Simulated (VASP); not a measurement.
# Bi2Se3 in VASP: a series of runs

The runs below take Bi2Se3 through single point, with RPBE, PBE, revPBE+D3(BJ), revPBE+D4, PBEsol.

All numbers are computed with VASP 6.6.1; they aren't measurements. Logs are shortened: lines on timing, memory, paths and dates and some standing lists are left out, and cuts for length are marked.

### 1 The cell of the first run

Symmetry: R-3m, No. 166, trigonal system. The conventional cell has a = 4.233 Å, b = 4.233 Å, c = 35.952 Å, α = 90.00°, β = 90.00°, γ = 120.00°. Bi (site symmetry 3m) has 6 Se at 2.90 to 3.14 Å within 3.8 Å. Se (site symmetry 3m) has 3 Bi at 2.90 Å within 3.8 Å. Within 4.3 Å of Se (site symmetry -3m) lie 6 Bi at 3.14 Å and 12 Se at 4.23 to 4.29 Å.

### 2 Single point, RPBE

The input, INCAR:

```
PREC     = Accurate       # precision mode
ENCUT    = 520            # plane-wave cutoff, eV
EDIFF    = 1E-6           # SCF threshold, eV
ISMEAR   = -1             # smearing method
SIGMA    = 0.05           # smearing width, eV
LREAL    = F              # projectors in reciprocal space
LASPH    = T              # aspherical terms in the spheres
NELM     = 80             # most SCF steps
ALGO     = Normal         # electronic algorithm
ISIF     = 2              # what is computed and relaxed
LWAVE    = F              # write WAVECAR
LCHARG   = F              # write CHGCAR
GGA      = RP             # functional
NBANDS   = 32             # bands
```

The input, KPOINTS:

```
regular mesh
0
Gamma
  8 8 8
```

The input, POSCAR:

```
Bi2Se3
1.0
    2.1166268485      1.2220350807     11.9839137841
   -2.1166268485      1.2220350807     11.9839137841
    0.0000000000     -2.4440701615     11.9839137841
Bi Se
2 3
Direct
    0.6118666885      0.6118666885      0.6118666885
    0.3881333115      0.3881333115      0.3881333115
    0.7648346091      0.7648346091      0.7648346091
    0.2351653909      0.2351653909      0.2351653909
    0.0000000000      0.0000000000      0.0000000000
```

Potentials or basis: VASP PAW PBE potentials, release 64 (Bi_d, Se).

On the command line:

```
$ cat potpaw_PBE.64/Bi_d/POTCAR potpaw_PBE.64/Se/POTCAR > POTCAR
$ mpirun -np 1 vasp_std > vasp.out
```

OUTCAR:

```text
PREC = Accurate
   ENCUT = 520
   EDIFF = 1E-6
   ISMEAR = -1
   LREAL = F
   LASPH = T
   NELM = 80
   ISIF = 2
   GGA = RP

 ion  position               nearest neighbor table
   1  0.612  0.612  0.612-   4 2.90   4 2.90   4 2.90   5 3.14   5 3.14   5 3.14
   2  0.388  0.388  0.388-   3 2.90   3 2.90   3 2.90   5 3.14   5 3.14   5 3.14
   3  0.765  0.765  0.765-   2 2.90   2 2.90   2 2.90
   4  0.235  0.235  0.235-   1 2.90   1 2.90   1 2.90
   5  0.000  0.000  0.000-   1 3.14   2 3.14   1 3.14   1 3.14   2 3.14   2 3.14

  LATTYP: Found a trigonal (rhomboedric) cell.
 ALAT       =    12.2306037684
 COS(alpha) =     0.9401005543

  Lattice vectors:

 A1 = (   2.1166268485,   1.2220350807,  11.9839137841)
 A2 = (  -2.1166268485,   1.2220350807,  11.9839137841)
 A3 = (   0.0000000000,  -2.4440701615,  11.9839137841)

Analysis of symmetry for initial positions (statically):
=====================================================================
 Subroutine PRICEL returns:
 Original cell was already a primitive cell.

 Routine SETGRP: Setting up the symmetry group for a
 trigonal (rhombohedral) supercell.

 Subroutine GETGRP returns: Found 12 space group operations
 (whereof 12 operations were pure point group operations)
 out of a pool of 12 trial point group operations.

The static configuration has the point symmetry D_3d.

Analysis of symmetry for dynamics (positions and initial velocities):
=====================================================================
 Subroutine PRICEL returns:
 Original cell was already a primitive cell.

 Routine SETGRP: Setting up the symmetry group for a
 trigonal (rhombohedral) supercell.

 Subroutine GETGRP returns: Found 12 space group operations
 (whereof 12 operations were pure point group operations)
 out of a pool of 12 trial point group operations.

The dynamic configuration has the point symmetry D_3d.

 Subroutine INISYM returns: Found 12 space group operations
 (whereof 12 operations are pure point group operations),
 and found     1 'primitive' translations

----------------------------------------------------------------------------------------

                                     Primitive cell

  volume of cell :     185.9850

  direct lattice vectors                    reciprocal lattice vectors
     2.116626849  1.222035081 11.983913784     0.236224916  0.136384519  0.027815064
    -2.116626849  1.222035081 11.983913784    -0.236224916  0.136384519  0.027815064
     0.000000000 -2.444070162 11.983913784     0.000000000 -0.272769038  0.027815064

  length of vectors
    12.230603768 12.230603768 12.230603768     0.274183562  0.274183562  0.274183562

  position of ions in fractional coordinates (direct lattice)
     0.611866689  0.611866689  0.611866689
     0.388133311  0.388133311  0.388133311
     0.764834609  0.764834609  0.764834609
     0.235165391  0.235165391  0.235165391
     0.000000000  0.000000000  0.000000000

  ion indices of the primitive-cell ions
   primitive index   ion index
                 1           1
                 2           2
                 3           3
                 4           4
                 5           5

----------------------------------------------------------------------------------------

 KPOINTS: regular mesh

Automatic generation of k-mesh.
 Grid dimensions read from file:
 generate k-points for:    8    8    8

 Generating k-lattice:

  Cartesian coordinates                     Fractional coordinates (reciprocal lattice)
     0.029528115  0.017048065  0.003476883     0.125000000 -0.000000000  0.000000000
    -0.029528115  0.017048065  0.003476883    -0.000000000  0.125000000  0.000000000
     0.000000000 -0.034096130  0.003476883     0.000000000  0.000000000  0.125000000

  Length of vectors
     0.034272945  0.034272945  0.034272945

  Shift w.r.t. Gamma in fractional coordinates (k-lattice)
     0.000000000  0.000000000  0.000000000

 Subroutine IBZKPT returns following result:
 ===========================================

 Found     65 irreducible k-points:

 Following reciprocal coordinates:
            Coordinates               Weight
  0.000000  0.000000  0.000000      1.000000
  0.125000 -0.000000 -0.000000      6.000000
  0.250000 -0.000000 -0.000000      6.000000
  0.375000 -0.000000 -0.000000      6.000000
  0.500000 -0.000000 -0.000000      3.000000
  0.125000  0.125000 -0.000000      6.000000
[... 16 lines left out ...]
  0.250000  0.125000  0.125000      6.000000
  0.375000  0.125000  0.125000      6.000000
 [... further k-points ...]
   k-points           NKPTS =     65   k-points in BZ     NKDIM =     65   number of bands    NBANDS=     32
   number of dos      NEDOS =    301   number of ions     NIONS =      5
   total plane-waves  NPLWV = 884736
   dimension x,y,z NGX =    96 NGY =   96 NGZ =   96
   dimension x,y,z NGXF=   192 NGYF=  192 NGZF=  192
   ions per type =               2   3
   NGX,Y,Z   is equivalent  to a cutoff of  13.05, 13.05, 13.05 a.u.
   NGXF,Y,Z  is equivalent  to a cutoff of  26.10, 26.10, 26.10 a.u.
 SYSTEM =  unknown system
   PREC   = accura    normal or accurate (medium, high low for compatibility)
   ISTART =      0    job   : 0-new  1-cont  2-samecut
   ICHARG =      2    charge: 1-file 2-atom 10-const
   ISPIN  =      1    spin polarized calculation?
   LNONCOLLINEAR =      F non collinear calculations
   LSORBIT =      F    spin-orbit coupling
   LASPH  =      T    aspherical Exc in radial PAW
   ENCUT  =  520.0 eV  38.22 Ry    6.18 a.u.  22.74 22.74 22.74*2*pi/ulx,y,z
   NELM   =     80;   NELMIN=  2; NELMDL= -5     # of ELM steps
   EDIFF  = 0.1E-05   stopping-criterion for ELM
   LREAL  =      F    real-space projection
   EDIFFG = 0.1E-04   stopping-criterion for IOM
   NSW    =      0    number of steps for IOM
   IBRION =     -1    ionic relax: 0-MD 1-quasi-New 2-CG
   NFREE  =      0    steps in history (QN), initial steepest desc. (CG)
   ISIF   =      2    stress and relaxation
   ISYM   =      2    0-nonsym 1-usesym 2-fastsym
   POTIM  = 0.5000    time-step for ionic-motion
   TEBEG  =    0.0;   TEEND  =   0.0 temperature during run
   PSTRESS=    0.0 pullay stress
   NELECT =      48.0000    total number of electrons
   NUPDOWN=      -1.0000    fix difference up-down
   EMIN   =  10.00;   EMAX   =-10.00  energy-range for DOS
   EFERMI =   0.00;   METHOD = LEGACY
   ISMEAR =    -1;   SIGMA  =   0.05  broadening in eV -4-tet -1-fermi 0-gaus
   EFERMI_NEDOS =   21; number of points for ismear=-14 and -15
   IALGO  =     38    algorithm
   IMIX   =      4    mixing-type and parameters
     AMIX     =   0.40;   BMIX     =  1.00
     AMIX_MAG =   1.60;   BMIX_MAG =  1.00
  volume/ion in A,a.u.               =      37.20       251.02
  Fermi-wavevector in a.u.,A,eV,Ry     =   1.042308  1.969676 14.781442  1.086405
  Thomas-Fermi vector in A             =   2.176967
   LORBIT       =      0    0 simple, 1 ext, 2 COOP (PROOUT), +10 PAW based schemes
   GGA     = RP    functional components
   LHFCALC =     F    Hartree Fock is set to
   AEXX    =    0.0000 exact exchange contribution
   IVDW    =     0    specifies the selected vdW correction
   LEPSILON=     F    determine dielectric tensor
   LRPA    =     F    only Hartree local field effects (RPA)
 non-spin polarized calculation
  energy-cutoff  :      520.00
  volume of cell :      185.98
 maximum number of plane-waves:      5034
 NGX is ok and might be reduce to    96
   NGX = 45   NGY = 45   NGZ = 45

 number of electron      47.9999998 magnetization

 Free energy of the ion-electron system (eV)
  ---------------------------------------------------
  ext. energy  EPLUGINS =         0.00000000
  ---------------------------------------------------
  free energy    TOTEN  =       -18.67513516 eV

  energy without entropy =      -18.67512277  energy(sigma->0) =      -18.67512897

 E-fermi :   2.4711     XC(G=0):  -7.7983

 val. band max:        1.9501589791   @ k =  -0.3750   0.5000   0.3750
 cond. band min:       2.8534130512   @ k =   0.0000   0.0000   0.0000
 fundamental gap:      0.9032540720
 Fermi energy:         2.4711124758

 k-point     1 :       0.0000    0.0000    0.0000
  band No.  band energies     occupation
      1     -20.6494      2.00000
      2     -20.6479      2.00000
      3     -20.6479      2.00000
      4     -20.6476      2.00000
      5     -20.6473      2.00000
      6     -20.6473      2.00000
[... 24 lines left out ...]
     31       7.7585      0.00000
     32       8.6555      0.00000

 k-point     2 :       0.1250   -0.0000   -0.0000
  band No.  band energies     occupation
      1     -20.6493      2.00000
      2     -20.6492      2.00000
      3     -20.6466      2.00000
      4     -20.6453      2.00000
      5     -20.6449      2.00000
      6     -20.6444      2.00000
[... 24 lines left out ...]
     31       8.0650      0.00000
     32       8.4433      0.00000

 k-point     3 :       0.2500   -0.0000   -0.0000
  band No.  band energies     occupation
      1     -20.6530      2.00000
      2     -20.6518      2.00000
      3     -20.6440      2.00000
      4     -20.6415      2.00000
      5     -20.6405      2.00000
      6     -20.6383      2.00000
[... 24 lines left out ...]
     31       7.4914      0.00000
     32       8.4853      0.00000

 k-point     4 :       0.3750   -0.0000   -0.0000
  band No.  band energies     occupation
      1     -20.6576      2.00000
      2     -20.6554      2.00000
      3     -20.6475      2.00000
      4     -20.6437      2.00000
      5     -20.6387      2.00000
      6     -20.6364      2.00000
[... 654 lines left out ...]
     31       7.7727      0.00000
     32       8.6515      0.00000

 k-point    23 :       0.2500    0.1250    0.1250
  band No.  band energies     occupation
      1     -20.6493      2.00000
      2     -20.6491      2.00000
      3     -20.6466      2.00000
      4     -20.6453      2.00000
      5     -20.6449      2.00000
      6     -20.6444      2.00000
[... 24 lines left out ...]
     31       8.0258      0.00000
     32       8.5090      0.00000

 k-point    24 :       0.3750    0.1250    0.1250
  band No.  band energies     occupation
      1     -20.6530      2.00000
      2     -20.6518      2.00000
      3     -20.6440      2.00000
      4     -20.6415      2.00000
      5     -20.6405      2.00000
      6     -20.6383      2.00000
[... 24 lines left out ...]
     31       7.4559      0.00000
     32       8.6238      0.00000

 [... further k-points ...]
[... 5 lines left out ...]
  --------------------------------------------------------------------------------------
  -------------------------------------------------------------------------------------
  Total       -0.0018242     -0.0018242      0.0154184     -0.0000000     -0.0000000      0.0000000
  in kB       -0.0157148     -0.0157148      0.1328225     -0.0000000     -0.0000000      0.0000000
  external PRESSURE =       0.0337976 kB  Pullay stress =       0.0000000 kB

 VOLUME and BASIS-vectors are now :
 -----------------------------------------------------------------------------
  energy-cutoff  :      520.00
  volume of cell :      185.98
      direct lattice vectors                 reciprocal lattice vectors
     2.116626849  1.222035081 11.983913784     0.236224916  0.136384519  0.027815064
    -2.116626849  1.222035081 11.983913784    -0.236224916  0.136384519  0.027815064
     0.000000000 -2.444070162 11.983913784     0.000000000 -0.272769038  0.027815064

 POSITION                                       TOTAL-FORCE (eV/Angst)
 -----------------------------------------------------------------------------------
      0.00000     -0.00000     21.99767         0.000000     -0.000000      0.005592
      0.00000     -0.00000     13.95407         0.000000      0.000000     -0.005592
      0.00000     -0.00000     27.49714         0.000000     -0.000000      0.008036
      0.00000     -0.00000      8.45461         0.000000      0.000000     -0.008036
      0.00000      0.00000      0.00000         0.000000      0.000000     -0.000000
 -----------------------------------------------------------------------------------
    total drift:                               -0.000000     -0.000000      0.000000

  FREE ENERGIE OF THE ION-ELECTRON SYSTEM (eV)
  ---------------------------------------------------
  free  energy   TOTEN  =       -18.6751351615 eV

  energy  without entropy=      -18.6751227722  energy(sigma->0) =      -18.67512897
```

Wall time 46 min (1 thread of AMD EPYC 9R45 (Zen 5), shared host); peak memory 1.6 GiB.

Results:

- Free energy: -18.6751 eV
- Pressure: 0.0 GPa
- Largest force: 0.008 eV/Å
- Band gap on the k mesh: 0.90 eV (least direct gap 1.18 eV)

Forces in eV/Å, atoms in the order of the input:
```
Bi   0.000  0.000  0.006
Bi   0.000  0.000 -0.006
Se   0.000  0.000  0.008
Se   0.000  0.000 -0.008
Se   0.000  0.000  0.000
```

Levels at points of the mesh, in eV from the valence-band top:
```
           k point  band 22  band 23  band 24  band 25  band 26  band 27
(0.00, 0.00, 0.00)    -0.56    -0.56    -0.28     0.90     2.17     2.17
(0.50, 0.00, 0.00)    -0.85    -0.67    -0.47     1.72     2.87     3.07
(0.50, 0.50, 0.00)    -0.82    -0.68    -0.53     1.78     2.89     2.93
(0.50, 0.50, 0.50)    -0.57    -0.49    -0.49     0.93     2.17     2.17
```

Caveat: the PAW data sets were made with another functional, which shifts forces and pressure a little; spin-orbit coupling is left out, which moves the levels of the heavy elements. A k mesh can miss the band edges.

### 3 Single point, PBE (atoms moved at random)

The input, INCAR:

```
SYSTEM = Bi2Se3
  ALGO = Normal
  EDIFF = 1E-7
  ENCUT = 520
  GGA = PE
  ISIF = 2
  ISMEAR = -1
  LASPH = .True.
  LCHARG = .True.
  LELF = .True.
  LREAL = .False.
  LVHAR = .True.
  LWAVE = .False.
  NBANDS = 32
  NELM = 100
  PREC = Accurate
  SIGMA = 0.05
```

The input, KPOINTS:

```
k-points
0
Gamma
  8 8 8
  0 0 0
```

The input, POSCAR:

```
Bi2Se3
1.0
    2.0715000000      1.1959810826      9.5453333333
   -2.0715000000      1.1959810826      9.5453333333
    0.0000000000     -2.3919621653      9.5453333333
Bi Se
2 3
Direct
    0.5979170000      0.5979800000      0.5990690000
    0.4022160000      0.3969570000      0.3997220000
    0.7983710000      0.7931970000      0.7765400000
    0.2144880000      0.2083340000      0.2133400000
   -0.0012930000      0.0046310000     -0.0010770000
```

Potentials or basis: VASP PAW PBE potentials, release 64 (Bi_d, Se).

On the command line:

```
$ cat potpaw_PBE.64/Bi_d/POTCAR potpaw_PBE.64/Se/POTCAR > POTCAR
$ mpirun -np 1 vasp_std > vasp.out
```

It took 50 min on 1 thread of Intel Xeon 6975P-C (Granite Rapids), shared host; peak memory 1.6 GiB.

It converged, with:

* Free energy: -20.1360 eV
* Pressure: 2.4 GPa
* Largest force: 0.420 eV/Å
* Band gap on the k mesh: 0.31 eV

Forces on the atoms (eV/Å):
```
Bi   0.039 -0.029  0.417
Bi  -0.019  0.101  0.288
Se  -0.023 -0.160 -0.168
Se  -0.071  0.055 -0.343
Se   0.074  0.034 -0.194
```

Stress tensor (GPa, compression positive):
```
 2.65 -0.03  0.05
-0.03  2.26 -0.40
 0.05 -0.40  2.36
```

Levels at points of the mesh, in eV from the valence-band top:
```csv
k point,band 22,band 23,band 24,band 25,band 26,band 27
"(0.00, 0.00, 0.00)",-1.16,-1.10,0.00,0.31,1.38,1.46
"(0.50, 0.00, 0.00)",-2.11,-1.17,-0.51,0.86,1.93,3.02
"(0.00, 0.50, 0.00)",-2.10,-1.17,-0.52,0.86,1.92,3.01
"(0.00, 0.00, 0.50)",-2.18,-1.19,-0.50,0.87,1.94,2.96
"(0.50, 0.50, 0.00)",-1.78,-1.60,-0.99,1.29,1.95,2.61
"(0.50, 0.00, 0.50)",-1.83,-1.59,-0.95,1.42,1.99,2.59
"(0.00, 0.50, 0.50)",-1.83,-1.59,-0.95,1.39,1.98,2.62
"(0.50, 0.50, 0.50)",-1.31,-1.26,-0.43,0.71,1.68,1.77
```

Caveat: the cell differs from its parent crystal (atoms moved at random); spin-orbit coupling is left out, which moves the levels of the heavy elements. A k mesh can miss the band edges.

[end of part 1 of 2]
